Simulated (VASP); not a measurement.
Write the native input for VASP 6.6.1 that does the following.

| Quantity | Value |
| --- | --- |
| Task | single point |
| Functional | PBE |
| Potentials or basis | VASP PAW PBE potentials, release 64 (In_d, O, Zn) |
| Cutoff | 520 eV |
| k mesh | 1 × 1 × 1 |
| Occupations | fermi-dirac, width 0.1861 eV |
| Spin | no spin polarisation |
| Dipole correction | no |
| Further INCAR settings | LREAL = Auto; ALGO = Normal; EDIFF = 1e-06; NBANDS = 129; ISYM = 0 |

The structure of Zn5In6O14 lies in POSCAR:

```
Zn5In6O14
1.0
    7.0438800000     -0.1145760000     -0.0836140000
   -0.1145760000      6.9289560000     -0.0449660000
   -0.0836140000     -0.0449660000      6.7952250000
In O Zn
6 14 5
Direct
    0.2256138717      0.2731333303      0.8851330444
    1.0360412890      0.1700095214      0.3570036613
    0.2142804094      0.8469545236      0.7834193863
    0.8594389623      0.5044007053      0.6853003413
    0.4148091270      0.4731084134      0.4624206915
    0.6444678901     -0.0668486266      0.6064861168
    0.8282908768      0.2348604265      0.6570810308
    0.0692293525      0.0564498056      1.0143930282
    0.5809783366      0.6848171188      0.2174645298
    0.4819552593     -0.0769540247      0.8579914414
    0.3017698865      0.5733184529      0.8373159130
    0.7977034651      0.4323849344      0.0231844859
    0.9112243312      0.7530605054     -0.0992156654
    0.3794780941      0.7615497475      0.2741985037
    0.6062922931      0.6519331118      0.6094226973
   -0.0087514804      0.8807255656      0.5473558211
    0.7441485912      0.0049844038      0.2717641239
    0.1111609745      0.4657976095      0.4884748730
    0.3704025185      0.1659796530      0.6095822106
    0.2596112400      0.3224909235      0.1720011127
   -0.1912045832      0.0522516957      0.9235901931
    0.5206822992      1.0309824939      0.1542419108
    0.5639882975      0.5190412412      0.0045234008
    0.2102181785      0.6330343620      1.0917200249
    0.8954181911      0.7805899356      0.2411129144
```

One way to write it, as run:

INCAR

```
PREC     = Accurate       # precision mode
ENCUT    = 520            # plane-wave cutoff, eV
EDIFF    = 1E-6           # SCF threshold, eV
ISMEAR   = -1             # smearing method
SIGMA    = 0.1861         # smearing width, eV
LREAL    = Auto         
LASPH    = T              # aspherical terms in the spheres
NELM     = 60             # most SCF steps
ALGO     = Normal         # electronic algorithm
ISIF     = 2              # what is computed and relaxed
LWAVE    = F              # write WAVECAR
LCHARG   = T              # write CHGCAR
GGA      = PE             # functional
LELF     = T              # ELF
LVHAR    = T            
NBANDS   = 129            # bands
ISYM     = 0
```

KPOINTS

```
Automatic mesh
0
Gamma
  1 1 1
```

Potentials or basis: VASP PAW PBE potentials, release 64 (In_d, O, Zn).

Command:

```bash
$ cat potpaw_PBE.64/In_d/POTCAR potpaw_PBE.64/O/POTCAR potpaw_PBE.64/Zn/POTCAR > POTCAR
$ mpirun -np 1 vasp_gam > vasp.out
```

It gave:

| Property | Result |
| --- | --- |
| Pressure | 6.2 GPa |
| Largest force | 4.934 eV/Å |
| Band gap on the k mesh | 1.56 eV |

Caveat: the k points lie up to 0.92 Å⁻¹ apart; spin-orbit coupling is left out, which moves the levels of the heavy elements.

Run time: 3.5 min on 1 thread of AMD EPYC 7R13 (shared host), peak memory 0.34 GiB.
